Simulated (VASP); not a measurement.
Mo2W3:

```xyz
5
Lattice="0.0000 2.2625 11.3135 1.6000 0.0000 11.3135 1.6000 2.2625 0.0000" Properties=species:S:1:pos:R:3 pbc="T T T"
Mo    1.6000    2.2625    9.0508
Mo    1.6000    2.2625   13.5762
W     1.6000    2.2625   18.1016
W     0.0000    0.0000    0.0000
W     1.6000    2.2625    4.5254
```

```yaml
Program: VASP 6.6.1
Task: relaxation of cell and atoms
Functional: PBE
Potentials_or_basis: VASP PAW PBE potentials, release 64 (Mo_sv, W_sv)
Cutoff: 600 eV
k_mesh: 6 × 6 × 6
Occupations: gaussian, width 0.2 eV
Spin: no spin polarisation
```

At the start: pressure -6.6 GPa; volume 16.38 Å³/atom.

How do energy, volume and symmetry change on relaxing?

Over 6 steps the energy falls by 9.0 meV/atom and the volume is 15.99 Å³/atom (-2.4 %); space group Fmmm (No. 69, to 0.1 Å) before and after.

The path:
```
step  energy change (eV)  largest force (eV/Å)  pressure (GPa)  volume (Å³)
   1              0.0000                0.0316           -6.57        81.91
   2              0.3846                0.1434           25.43        74.19
   3             -0.0427                0.0442           -0.08        79.99
   4             -0.0428                0.0447            0.10        79.94
   5             -0.0428                0.0453            0.25        79.90
   6             -0.0448                0.0213            0.13        79.93
```

Final structure:
```xyz
5
Lattice="0.0000 2.2332 11.2989 1.5838 0.0000 11.2989 1.5838 2.2332 0.0000" Properties=species:S:1:pos:R:3 pbc="T T T"
Mo    1.5838    2.2332    9.0406
Mo    1.5838    2.2332   13.5571
W     1.5838    2.2332   18.0803
W     1.5838    2.2332    0.0000
W     1.5838    2.2332    4.5175
```

Caveat: the k points lie up to 0.41 Å⁻¹ apart in the final cell, too coarse for converged energies and pressures of a metal.
